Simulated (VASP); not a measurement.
# Nb (P6/mmm) in VASP: a series of runs

The runs below take Nb through single point, with LDA.

Everything below comes from runs of VASP 6.6.1. Logs are shortened: lines on timing, memory, paths and dates and some standing lists are left out, and cuts for length are marked.

## Step 1: The cell of the first run

Symmetry: P6/mmm, No. 191, hexagonal system. Conventional cell: a = 2.801 Å, b = 2.801 Å, c = 2.671 Å, α = 90.00°, β = 90.00°, γ = 120.00°. Within 3.5 Å of Nb (site symmetry 6/mmm) lie 8 Nb at 2.67 to 2.80 Å.

This isn't the form of Nb at room conditions, which is bcc.

## Step 2: Single point, LDA

Input file INCAR:

```
SYSTEM = Nb
PREC     = Accurate       ! precision mode
ENCUT    = 520            ! plane-wave cutoff, eV
EDIFF    = 1E-6           ! SCF threshold, eV
ISMEAR   = -1             ! smearing method
SIGMA    = 0.05           ! smearing width, eV
LREAL    = .False.        ! projectors in reciprocal space
LASPH    = .True.         ! aspherical terms in the spheres
NELM     = 60             ! most SCF steps
ALGO     = Normal         ! electronic algorithm
ISIF     = 2              ! what is computed and relaxed
LWAVE    = .False.        ! write WAVECAR
LCHARG   = .False.        ! write CHGCAR
GGA      = CA             ! functional
NBANDS   = 12             ! bands
```

Input file KPOINTS:

```
Automatic mesh
0
Gamma
  16 16 15
  0 0 0
```

Input file POSCAR:

```
Nb
1.0
    2.8009076778      0.0000000000      0.0000000000
   -1.4004538389      2.4256572027      0.0000000000
    0.0000000000      0.0000000000      2.6709705792
Nb
1
Direct
    0.0000000000      0.0000000000      0.0000000000
```

Potentials or basis: VASP PAW LDA potentials, release 64 (Nb_sv).

Launch:

```bash
cat potpaw_LDA.64/Nb_sv/POTCAR > POTCAR
mpirun -np 1 vasp_std > vasp.out
```

OUTCAR:

```text
SYSTEM = Nb
   PREC = Accurate
   ENCUT = 520
   EDIFF = 1E-6
   ISMEAR = -1
   LREAL = .False.
   LASPH = .True.
   NELM = 60
   ISIF = 2
   GGA = CA

 ion  position               nearest neighbor table
   1  0.000  0.000  0.000-

  LATTYP: Found a hexagonal cell.
 ALAT       =     2.8009076778
 C/A-ratio  =     0.9536089320

  Lattice vectors:

 A1 = (   2.8009076778,   0.0000000000,   0.0000000000)
 A2 = (  -1.4004538389,   2.4256572027,   0.0000000000)
 A3 = (   0.0000000000,   0.0000000000,   2.6709705792)

Analysis of symmetry for initial positions (statically):
=====================================================================
 Subroutine PRICEL returns:
 Original cell was already a primitive cell.

 Routine SETGRP: Setting up the symmetry group for a
 hexagonal supercell.

 Subroutine GETGRP returns: Found 24 space group operations
 (whereof 24 operations were pure point group operations)
 out of a pool of 24 trial point group operations.

The static configuration has the point symmetry D_6h.

Analysis of symmetry for dynamics (positions and initial velocities):
=====================================================================
 Subroutine PRICEL returns:
 Original cell was already a primitive cell.

 Routine SETGRP: Setting up the symmetry group for a
 hexagonal supercell.

 Subroutine GETGRP returns: Found 24 space group operations
 (whereof 24 operations were pure point group operations)
 out of a pool of 24 trial point group operations.

The dynamic configuration has the point symmetry D_6h.

 Subroutine INISYM returns: Found 24 space group operations
 (whereof 24 operations are pure point group operations),
 and found     1 'primitive' translations

----------------------------------------------------------------------------------------

                                     Primitive cell

  volume of cell :      18.1467

  direct lattice vectors                    reciprocal lattice vectors
     2.800907678  0.000000000  0.000000000     0.357027119  0.206129704  0.000000000
    -1.400453839  2.425657203  0.000000000     0.000000000  0.412259407  0.000000000
     0.000000000  0.000000000  2.670970579     0.000000000  0.000000000  0.374395738

  length of vectors
     2.800907678  2.800907678  2.670970579     0.412259407  0.412259407  0.374395738

  position of ions in fractional coordinates (direct lattice)
     0.000000000  0.000000000  0.000000000

[... 75 lines left out ...]
   EDIFF  = 0.1E-05   stopping-criterion for ELM
   LREAL  =      F    real-space projection
   EDIFFG = 0.1E-04   stopping-criterion for IOM
   NSW    =      0    number of steps for IOM
   IBRION =     -1    ionic relax: 0-MD 1-quasi-New 2-CG
   NFREE  =      0    steps in history (QN), initial steepest desc. (CG)
   ISIF   =      2    stress and relaxation
   ISYM   =      2    0-nonsym 1-usesym 2-fastsym
   POTIM  = 0.5000    time-step for ionic-motion
   TEBEG  =    0.0;   TEEND  =   0.0 temperature during run
   PSTRESS=    0.0 pullay stress
   NELECT =      13.0000    total number of electrons
   NUPDOWN=      -1.0000    fix difference up-down
   EMIN   =  10.00;   EMAX   =-10.00  energy-range for DOS
   EFERMI =   0.00;   METHOD = LEGACY
   ISMEAR =    -1;   SIGMA  =   0.05  broadening in eV -4-tet -1-fermi 0-gaus
   EFERMI_NEDOS =   21; number of points for ismear=-14 and -15
   IALGO  =     38    algorithm
   IMIX   =      4    mixing-type and parameters
     AMIX     =   0.40;   BMIX     =  1.00
     AMIX_MAG =   1.60;   BMIX_MAG =  1.00
  volume/ion in A,a.u.               =      18.15       122.46
  Fermi-wavevector in a.u.,A,eV,Ry     =   1.464840  2.768146 29.194784  2.145756
  Thomas-Fermi vector in A             =   2.580768
   LORBIT       =      0    0 simple, 1 ext, 2 COOP (PROOUT), +10 PAW based schemes
   GGA     = CA    functional components
   LHFCALC =     F    Hartree Fock is set to
   AEXX    =    0.0000 exact exchange contribution
   IVDW    =     0    specifies the selected vdW correction
   LEPSILON=     F    determine dielectric tensor
   LRPA    =     F    only Hartree local field effects (RPA)
 non-spin polarized calculation
  energy-cutoff  :      520.00
  volume of cell :       18.15
 maximum number of plane-waves:       498
 NGX is ok and might be reduce to    24
   NGX = 11   NGY = 11   NGZ =  9

 number of electron      13.0000001 magnetization

 Free energy of the ion-electron system (eV)
  ---------------------------------------------------
  ext. energy  EPLUGINS =         0.00000000
  ---------------------------------------------------
  free energy    TOTEN  =       -10.60223410 eV

  energy without entropy =      -10.59189674  energy(sigma->0) =      -10.59706542

 E-fermi :  11.2619     XC(G=0): -12.6120

 val. band max:       11.2469913615   @ k =   0.1875   0.1875   0.4000
 cond. band min:      11.2736534082   @ k =   0.1250  -0.0000   0.2667
 fundamental gap:      0.0266620467
 Fermi energy:        11.2619289133

 k-point     1 :       0.0000    0.0000    0.0000
  band No.  band energies     occupation
      1     -43.2922      2.00000
      2     -18.6668      2.00000
      3     -18.5860      2.00000
      4     -18.5860      2.00000
      5       5.1054      2.00000
      6       7.9434      2.00000
      7      11.3744      0.19093
      8      11.3744      0.19093
      9      16.5835      0.00000
     10      16.5835      0.00000
     11      23.5244      0.00000
     12      25.7865      0.00000
[... 331 lines left out ...]
 k-point    24 :       0.2500    0.1875    0.0000
  band No.  band energies     occupation
      1     -43.0482      2.00000
      2     -19.8663      2.00000
      3     -19.1318      2.00000
      4     -18.4946      2.00000
      5       8.4289      2.00000
      6       9.0651      2.00000
      7      10.1691      2.00000
      8      13.6279      0.00000
      9      15.3367      0.00000
     10      16.5548      0.00000
     11      22.8449      0.00000
     12      23.7949      0.00000

 [... further k-points ...]
[... 5 lines left out ...]
  --------------------------------------------------------------------------------------
  -------------------------------------------------------------------------------------
  Total        0.1142503      0.1142503      0.1184463      0.0000000     -0.0000000      0.0000000
  in kB       10.0872035     10.0872035     10.4576689      0.0000000     -0.0000000      0.0000000
  external PRESSURE =      10.2106920 kB  Pullay stress =       0.0000000 kB

 VOLUME and BASIS-vectors are now :
 -----------------------------------------------------------------------------
  energy-cutoff  :      520.00
  volume of cell :       18.15
      direct lattice vectors                 reciprocal lattice vectors
     2.800907678  0.000000000  0.000000000     0.357027119  0.206129704  0.000000000
    -1.400453839  2.425657203  0.000000000     0.000000000  0.412259407  0.000000000
     0.000000000  0.000000000  2.670970579     0.000000000  0.000000000  0.374395738

 POSITION                                       TOTAL-FORCE (eV/Angst)
 -----------------------------------------------------------------------------------
      0.00000      0.00000      0.00000         0.000000      0.000000      0.000000
 -----------------------------------------------------------------------------------
    total drift:                                0.000000      0.000000      0.000000

  FREE ENERGIE OF THE ION-ELECTRON SYSTEM (eV)
  ---------------------------------------------------
  free  energy   TOTEN  =       -10.6022341015 eV

  energy  without entropy=      -10.5918967440  energy(sigma->0) =      -10.59706542
```

OSZICAR:

```text
N       E                     dE             d eps       ncg     rms          rms(c)
DAV:   1     0.126548775319E+03    0.12655E+03   -0.72266E+03  5784   0.109E+03
DAV:   2    -0.504865541612E+01   -0.13160E+03   -0.12588E+03  6228   0.413E+02
DAV:   3    -0.106604149591E+02   -0.56118E+01   -0.52586E+01  8764   0.755E+01
DAV:   4    -0.109556396935E+02   -0.29522E+00   -0.29281E+00  8128   0.147E+01
DAV:   5    -0.109659556934E+02   -0.10316E-01   -0.10310E-01  8748   0.251E+00    0.723E+00
DAV:   6    -0.106347351189E+02    0.33122E+00   -0.50725E-01  9344   0.924E+00    0.270E+00
DAV:   7    -0.105988264084E+02    0.35909E-01   -0.13704E-01  9572   0.466E+00    0.885E-01
DAV:   8    -0.106021515968E+02   -0.33252E-02   -0.10748E-02  6836   0.131E+00    0.240E-02
DAV:   9    -0.106022308128E+02   -0.79216E-04   -0.85995E-04  9604   0.284E-01    0.442E-02
DAV:  10    -0.106022350957E+02   -0.42829E-05   -0.13254E-05  7056   0.312E-02    0.372E-02
DAV:  11    -0.106022341841E+02    0.91154E-06   -0.18745E-05  6980   0.739E-02    0.414E-03
DAV:  12    -0.106022341015E+02    0.82590E-07   -0.19651E-07  4100   0.830E-03
   1 F= -.10602234E+02 E0= -.10597065E+02  d E =-.103374E-01
```

Wall time 54 s (1 thread of Intel Xeon 8259CL, shared host); peak memory 0.16 GiB.

Results:

```
Free energy            : -10.6022 eV
Pressure               : 1.0 GPa
Band gap on the k mesh : zero (an odd number of electrons rules out a gap without spin polarisation)
```

Levels at points of the mesh, in eV from the Fermi level:
```csv
k point,band 3,band 4,band 5,band 6,band 7,band 8,band 9,band 10
"(0.00, 0.00, 0.00)",-29.85,-29.85,-6.16,-3.32,0.11,0.11,5.32,5.32
"(0.50, 0.00, 0.00)",-30.22,-29.73,-4.16,-2.07,1.53,1.71,4.54,5.86
```

## Step 3: Single point, LDA

Input file INCAR:

```
ALGO = Normal
EDIFF = 1E-6
ENCUT = 520
GGA = CA
ISIF = 2
ISMEAR = -1
LASPH = True
LCHARG = False
LREAL = False
LWAVE = False
NBANDS = 12
NELM = 60
PREC = Accurate
SIGMA = 0.05
```

Input file KPOINTS:

```
k-points
0
Gamma
  16 16 15
```

POSCAR is that of step 2.

Potentials or basis: VASP PAW LDA potentials, release 64 (Nb_sv).

Launch:

```bash
cat potpaw_LDA.64/Nb_sv/POTCAR > POTCAR
mpirun -np 1 vasp_std > vasp.out
```

Run time: 54 s. Hardware: 1 thread of Intel Xeon 8259CL, shared host; peak memory 0.16 GiB.

Results (log left out):

| Property | Result |
| --- | --- |
| Free energy | -10.6022 eV |
| Pressure | 1.0 GPa |
| Band gap on the k mesh | zero (an odd number of electrons rules out a gap without spin polarisation) |

Levels at points of the mesh, in eV from the Fermi level:
```csv
k point,band 2,band 3,band 4,band 5,band 6,band 7,band 8,band 9,band 10,band 11
"(0.00, 0.00, 0.00)",-29.93,-29.85,-29.85,-6.16,-3.32,0.11,0.11,5.32,5.32,12.26
"(0.50, 0.00, 0.00)",-31.49,-30.22,-29.73,-4.16,-2.07,1.53,1.71,4.54,5.86,10.95
```
